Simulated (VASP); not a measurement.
# Ga7FeAs8 (F-43m) in VASP: single point with PBEsol+U

Aim: the single point of Ga7FeAs8 with PBEsol+U.

Everything below comes from runs of VASP 6.6.1. Logs are shortened: lines on timing, memory, paths and dates and some standing lists are left out, and cuts for length are marked.

## Step 1: The cell of the first run

The structure is cubic, space group F-43m (No. 216). Conventional cell: a = 11.307 Å, b = 11.307 Å, c = 11.307 Å, α = 90.00°, β = 90.00°, γ = 90.00°. Within 3.2 Å of Fe (site symmetry -43m) lie 4 As at 2.43 Å. Within 3.2 Å of Ga (site symmetry 2mm) lie 4 As at 2.45 Å. Within 3.2 Å of Ga (site symmetry -43m) lie 4 As at 2.45 Å. As (site symmetry 3m) has 1 Fe at 2.43 Å and 3 Ga at 2.45 Å within 3.2 Å. Within 3.2 Å of As (site symmetry 3m) lie 4 Ga at 2.45 Å.

## Step 2: Single point, PBEsol+U

INCAR reads:

```
PREC     = Accurate       # precision mode
ENCUT    = 520            # plane-wave cutoff, eV
EDIFF    = 1E-6           # SCF threshold, eV
ISMEAR   = 0              # smearing method
SIGMA    = 0.05           # smearing width, eV
LREAL    = Auto         
LASPH    = T              # aspherical terms in the spheres
NELM     = 150            # most SCF steps
ALGO     = Normal         # electronic algorithm
ISIF     = 2              # what is computed and relaxed
LWAVE    = F              # write WAVECAR
LCHARG   = F              # write CHGCAR
LMAXMIX  = 4              # l up to which the mixer works
LDAU     = T              # DFT+U
LDAUTYPE = 2            
LDAUL    = 2 -1 -1        # shell
LDAUU    = 4 0 0          # U, eV
LDAUJ    = 0 0 0        
LDAUPRINT= 1            
GGA      = PS             # functional
NBANDS   = 84             # bands
```

KPOINTS reads:

```
Automatic mesh
0
Gamma
  3 3 3
```

POSCAR reads:

```
Ga7FeAs8
1.0
    0.0000000000      5.6537000000      5.6537000000
    5.6537000000      0.0000000000      5.6537000000
    5.6537000000      5.6537000000      0.0000000000
Fe Ga As
1 7 8
Direct
    0.0000000000      1.0000000000      0.0000000000
    0.0006835677      0.0006835677      0.4993164323
    0.0006835677      0.4993164323      0.0006835677
    0.0006835677      0.4993164323      0.4993164323
    0.4993164323      0.0006835677      0.0006835677
    0.4993164323      0.0006835677      0.4993164323
    0.4993164323      0.4993164323      0.0006835677
    0.5000000000      0.5000000000      0.5000000000
    0.1242158626      0.1242158626      0.1242158626
    0.1242158626      0.1242158626      0.6273524122
    0.1242158626      0.6273524122      0.1242158626
    0.1246499955      0.6251166682      0.6251166682
    0.6273524122      0.1242158626      0.1242158626
    0.6251166682      0.1246499955      0.6251166682
    0.6251166682      0.6251166682      0.1246499955
    0.6251166682      0.6251166682      0.6251166682
```

Potentials or basis: VASP PAW PBE potentials, release 64 (Fe, Ga_d, As).

Run with:

```sh
$ cat potpaw_PBE.64/Fe/POTCAR potpaw_PBE.64/Ga_d/POTCAR potpaw_PBE.64/As/POTCAR > POTCAR
$ mpirun -np 1 vasp_std > vasp.out
```

OUTCAR:

```text
PREC = Accurate
   ENCUT = 520
   EDIFF = 1E-6
   ISMEAR = 0
   LREAL = Auto
   LASPH = T
   NELM = 150
   ISIF = 2
   GGA = PS

 ion  position               nearest neighbor table
   1  0.000  0.000  0.000-  10 2.43  11 2.43  13 2.43   9 2.43
   2  0.001  0.001  0.499-   9 2.45  10 2.45  12 2.45  14 2.45
   3  0.001  0.499  0.001-   9 2.45  11 2.45  12 2.45  15 2.45
   4  0.001  0.499  0.499-  10 2.45  11 2.45  16 2.45  12 2.45
   5  0.499  0.001  0.001-   9 2.45  13 2.45  14 2.45  15 2.45
   6  0.499  0.001  0.499-  10 2.45  13 2.45  16 2.45  14 2.45
[... 8 lines left out ...]
  15  0.625  0.625  0.125-   8 2.45   5 2.45   3 2.45   7 2.45
  16  0.625  0.625  0.625-   8 2.45   6 2.45   7 2.45   4 2.45

  LATTYP: Found a face centered cubic cell.
 ALAT       =    11.3074000000

  Lattice vectors:

 A1 = (   0.0000000000,   5.6537000000,   5.6537000000)
 A2 = (   5.6537000000,   0.0000000000,   5.6537000000)
 A3 = (   5.6537000000,   5.6537000000,   0.0000000000)

Analysis of symmetry for initial positions (statically):
=====================================================================
 Subroutine PRICEL returns:
 Original cell was already a primitive cell.

 Routine SETGRP: Setting up the symmetry group for a
 face centered cubic supercell.

 Subroutine GETGRP returns: Found 24 space group operations
 (whereof 24 operations were pure point group operations)
 out of a pool of 48 trial point group operations.

The static configuration has the point symmetry T_d .

Analysis of symmetry for dynamics (positions and initial velocities):
=====================================================================
 Subroutine PRICEL returns:
 Original cell was already a primitive cell.

 Routine SETGRP: Setting up the symmetry group for a
 face centered cubic supercell.

 Subroutine GETGRP returns: Found 24 space group operations
 (whereof 24 operations were pure point group operations)
 out of a pool of 48 trial point group operations.

The dynamic configuration has the point symmetry T_d .

 Subroutine INISYM returns: Found 24 space group operations
 (whereof 24 operations are pure point group operations),
 and found     1 'primitive' translations

----------------------------------------------------------------------------------------

                                     Primitive cell

  volume of cell :     361.4334

  direct lattice vectors                    reciprocal lattice vectors
     0.000000000  5.653700000  5.653700000    -0.088437660  0.088437660  0.088437660
     5.653700000  0.000000000  5.653700000     0.088437660 -0.088437660  0.088437660
     5.653700000  5.653700000  0.000000000     0.088437660  0.088437660 -0.088437660

  length of vectors
     7.995539218  7.995539218  7.995539218     0.153178521  0.153178521  0.153178521

  position of ions in fractional coordinates (direct lattice)
     0.000000000  0.000000000  0.000000000
     0.000683568  0.000683568  0.499316432
     0.000683568  0.499316432  0.000683568
     0.000683568  0.499316432  0.499316432
     0.499316432  0.000683568  0.000683568
     0.499316432  0.000683568  0.499316432
[... 8 lines left out ...]
     0.625116668  0.625116668  0.124649996
     0.625116668  0.625116668  0.625116668

  ion indices of the primitive-cell ions
   primitive index   ion index
                 1           1
                 2           2
                 3           3
                 4           4
                 5           5
                 6           6
[... 8 lines left out ...]
                15          15
                16          16

----------------------------------------------------------------------------------------

[... 41 lines left out ...]
   ICHARG =      2    charge: 1-file 2-atom 10-const
   ISPIN  =      1    spin polarized calculation?
   LNONCOLLINEAR =      F non collinear calculations
   LSORBIT =      F    spin-orbit coupling
   LASPH  =      T    aspherical Exc in radial PAW
   ENCUT  =  520.0 eV  38.22 Ry    6.18 a.u.  14.87 14.87 14.87*2*pi/ulx,y,z
   NELM   =    150;   NELMIN=  2; NELMDL= -5     # of ELM steps
   EDIFF  = 0.1E-05   stopping-criterion for ELM
   LREAL  =      T    real-space projection
   EDIFFG = 0.1E-04   stopping-criterion for IOM
   NSW    =      0    number of steps for IOM
   IBRION =     -1    ionic relax: 0-MD 1-quasi-New 2-CG
   NFREE  =      0    steps in history (QN), initial steepest desc. (CG)
   ISIF   =      2    stress and relaxation
   ISYM   =      2    0-nonsym 1-usesym 2-fastsym
   POTIM  = 0.5000    time-step for ionic-motion
   TEBEG  =    0.0;   TEEND  =   0.0 temperature during run
   PSTRESS=    0.0 pullay stress
   NELECT =     139.0000    total number of electrons
   NUPDOWN=      -1.0000    fix difference up-down
   EMIN   =  10.00;   EMAX   =-10.00  energy-range for DOS
   EFERMI =   0.00;   METHOD = LEGACY
   ISMEAR =     0;   SIGMA  =   0.05  broadening in eV -4-tet -1-fermi 0-gaus
   EFERMI_NEDOS =   21; number of points for ismear=-14 and -15
   IALGO  =     38    algorithm
   IMIX   =      4    mixing-type and parameters
     AMIX     =   0.40;   BMIX     =  1.00
     AMIX_MAG =   1.60;   BMIX_MAG =  1.00
  volume/ion in A,a.u.               =      22.59       152.44
  Fermi-wavevector in a.u.,A,eV,Ry     =   1.190521  2.249758 19.284080  1.417340
  Thomas-Fermi vector in A             =   2.326604
   LORBIT       =      0    0 simple, 1 ext, 2 COOP (PROOUT), +10 PAW based schemes
 LDA+U is selected, type is set to LDAUTYPE =  2
   angular momentum for each species LDAUL =     2   -1   -1
   U (eV)           for each species LDAUU =   4.0  0.0  0.0
   J (eV)           for each species LDAUJ =   0.0  0.0  0.0
   GGA     = PS    functional components
   LHFCALC =     F    Hartree Fock is set to
   AEXX    =    0.0000 exact exchange contribution
   IVDW    =     0    specifies the selected vdW correction
   LEPSILON=     F    determine dielectric tensor
   LRPA    =     F    only Hartree local field effects (RPA)
 non-spin polarized calculation
 Gauss-broadening in eV      SIGMA  =   0.05
  energy-cutoff  :      520.00
  volume of cell :      361.43
 maximum number of plane-waves:      9735
   NGX = 29   NGY = 29   NGZ = 29

atom =   1  type =  1  l = 2

 onsite density matrix

spin component  1

  0.4588  0.0000  0.0000  0.0000 -0.0000
  0.0000  0.4588  0.0000  0.0000  0.0000
  0.0000  0.0000  0.9080 -0.0000  0.0000
  0.0000  0.0000 -0.0000  0.4588  0.0000
 -0.0000  0.0000  0.0000  0.0000  0.9080

spin component  2

  0.4588  0.0000  0.0000  0.0000 -0.0000
  0.0000  0.4588  0.0000  0.0000  0.0000
  0.0000  0.0000  0.9080 -0.0000  0.0000
  0.0000  0.0000 -0.0000  0.4588  0.0000
 -0.0000  0.0000  0.0000  0.0000  0.9080

 occupancies and eigenvectors

  o =  0.4588  v =  1.0000  0.0000  0.0000  0.0000  0.0000  0.0000  0.0000  0.0000  0.0000  0.0000      0.0000  0.0000  0.0000  0.0000  0.0000  0.0000  0.0000  0.0000  0.0000  0.0000
  o =  0.4588  v =  0.0000  0.0000  0.0000  0.0000  0.0000  1.0000  0.0000  0.0000  0.0000  0.0000      0.0000  0.0000  0.0000  0.0000  0.0000  0.0000  0.0000  0.0000  0.0000  0.0000
  o =  0.4588  v =  0.0000  0.8276 -0.0000 -0.5614  0.0000  0.0000  0.0000  0.0000  0.0000  0.0000      0.0000  0.0000  0.0000  0.0000  0.0000  0.0000  0.0000  0.0000  0.0000  0.0000
  o =  0.4588  v =  0.0000  0.0000  0.0000  0.0000  0.0000  0.0000  0.8276 -0.0000 -0.5614  0.0000      0.0000  0.0000  0.0000  0.0000  0.0000  0.0000  0.0000  0.0000  0.0000  0.0000
  o =  0.4588  v =  0.0000 -0.5614  0.0000 -0.8276  0.0000  0.0000  0.0000  0.0000  0.0000  0.0000      0.0000  0.0000  0.0000  0.0000  0.0000  0.0000  0.0000  0.0000  0.0000  0.0000
  o =  0.4588  v =  0.0000  0.0000  0.0000  0.0000  0.0000  0.0000 -0.5614  0.0000 -0.8276  0.0000      0.0000  0.0000  0.0000  0.0000  0.0000  0.0000  0.0000  0.0000  0.0000  0.0000
  o =  0.9080  v =  0.0000  0.0000  0.0000  0.0000  0.0000  0.0000 -0.0000 -1.0000  0.0000  0.0014      0.0000  0.0000  0.0000  0.0000  0.0000  0.0000  0.0000  0.0000  0.0000  0.0000
  o =  0.9080  v =  0.0000 -0.0000 -1.0000  0.0000  0.0014  0.0000  0.0000  0.0000  0.0000  0.0000      0.0000  0.0000  0.0000  0.0000  0.0000  0.0000  0.0000  0.0000  0.0000  0.0000
  o =  0.9080  v =  0.0000  0.0000  0.0014  0.0000  1.0000  0.0000  0.0000  0.0000  0.0000  0.0000      0.0000  0.0000  0.0000  0.0000  0.0000  0.0000  0.0000  0.0000  0.0000  0.0000
  o =  0.9080  v =  0.0000  0.0000  0.0000  0.0000  0.0000  0.0000  0.0000  0.0014  0.0000  1.0000      0.0000  0.0000  0.0000  0.0000  0.0000  0.0000  0.0000  0.0000  0.0000  0.0000

 number of electron     138.9999972 magnetization

 Free energy of the ion-electron system (eV)
  ---------------------------------------------------
  ext. energy  EPLUGINS =         0.00000000
  ---------------------------------------------------
  free energy    TOTEN  =       -71.74080438 eV

  energy without entropy =      -71.71468920  energy(sigma->0) =      -71.72774679

 E-fermi :   3.6329     XC(G=0):  -9.7523

 val. band max:        3.6263846808   @ k =   0.3333   0.3333   0.0000
 cond. band min:       3.6412851509   @ k =  -0.3333   0.3333   0.0000
 fundamental gap:      0.0149004700
 Fermi energy:         3.6328513371

 k-point     1 :       0.0000    0.0000    0.0000
  band No.  band energies     occupation
      1     -11.2596      2.00000
      2     -11.2596      2.00000
      3     -11.2596      2.00000
      4     -11.2436      2.00000
      5     -11.2214      2.00000
      6     -11.2214      2.00000
[... 325 lines left out ...]
     80       7.3793      0.00000
     81       7.4915      0.00000
 [bands above 81 left out]

------------------------ aborting loop because EDIFF is reached ----------------------------------------

  FORCE on cell =-STRESS in cart. coord.  units (eV):
  Direction    XX          YY          ZZ          XY          YZ          ZX
  --------------------------------------------------------------------------------------
  -------------------------------------------------------------------------------------
  Total       -3.1643873     -3.1643873     -3.1643873     -0.0000000      0.0000000     -0.0000000
  in kB      -14.0272308    -14.0272308    -14.0272308     -0.0000000      0.0000000     -0.0000000
  external PRESSURE =     -14.0272308 kB  Pullay stress =       0.0000000 kB

 VOLUME and BASIS-vectors are now :
 -----------------------------------------------------------------------------
  energy-cutoff  :      520.00
  volume of cell :      361.43
      direct lattice vectors                 reciprocal lattice vectors
     0.000000000  5.653700000  5.653700000    -0.088437660  0.088437660  0.088437660
     5.653700000  0.000000000  5.653700000     0.088437660 -0.088437660  0.088437660
     5.653700000  5.653700000  0.000000000     0.088437660  0.088437660 -0.088437660

 POSITION                                       TOTAL-FORCE (eV/Angst)
 -----------------------------------------------------------------------------------
      0.00000      0.00000      0.00000         0.000000      0.000000      0.000000
      2.82685      2.82685      0.00773         0.000000      0.000000     -0.149939
      2.82685      0.00773      2.82685         0.000000     -0.149939      0.000000
      5.64597      2.82685      2.82685         0.149939      0.000000      0.000000
      0.00773      2.82685      2.82685        -0.149939      0.000000      0.000000
      2.82685      5.64597      2.82685         0.000000      0.149939      0.000000
[... 8 lines left out ...]
      4.23896      4.23896      7.06844         0.006555      0.006555     -0.006555
      7.06844      7.06844      7.06844        -0.006555     -0.006555     -0.006555
 -----------------------------------------------------------------------------------
    total drift:                                0.000000      0.000000      0.000001

  FREE ENERGIE OF THE ION-ELECTRON SYSTEM (eV)
  ---------------------------------------------------
  free  energy   TOTEN  =       -71.7408043846 eV

  energy  without entropy=      -71.7146892016  energy(sigma->0) =      -71.72774679
```

It took 5 min on 1 thread of Intel Xeon Platinum 8488C (Sapphire Rapids), shared host; peak memory 0.51 GiB.

Results:

* Free energy: -71.7408 eV
* Pressure: -1.4 GPa
* Largest force: 1.152 eV/Å
* Band gap on the k mesh: zero (an odd number of electrons rules out a gap without spin polarisation)

Forces in eV/Å, atoms in the order of the input:
```
Fe   0.000  0.000  0.000
Ga   0.000  0.000 -0.150
Ga   0.000 -0.150  0.000
Ga   0.150  0.000  0.000
Ga  -0.150  0.000  0.000
Ga   0.000  0.150  0.000
Ga   0.000  0.000  0.150
Ga   0.000  0.000  0.000
As  -0.665 -0.665 -0.665
As   0.665  0.665 -0.665
As   0.665 -0.665  0.665
As  -0.007  0.007  0.007
As  -0.665  0.665  0.665
As   0.007 -0.007  0.007
As   0.007  0.007 -0.007
As  -0.007 -0.007 -0.007
```

Eigenvalues of the final occupation matrices:
```csv
site,spin,trace,eigenvalues
site 1 d,1,3.19,0.46 0.46 0.46 0.91 0.91
site 1 d,2,3.19,0.46 0.46 0.46 0.91 0.91
```

Caveat: the PAW data sets were made with another functional, which shifts forces and pressure a little; an odd number of electrons without spin polarisation forces a metal; a magnetic or distorted state may lie lower; the run has no spin polarisation, though such a crystal can be magnetic; U without spin polarisation on a metal has little footing; the U is typed as a test and isn't derived for this compound. Spin polarisation is off, so any magnetic state and its effect on volume and gap are missing.
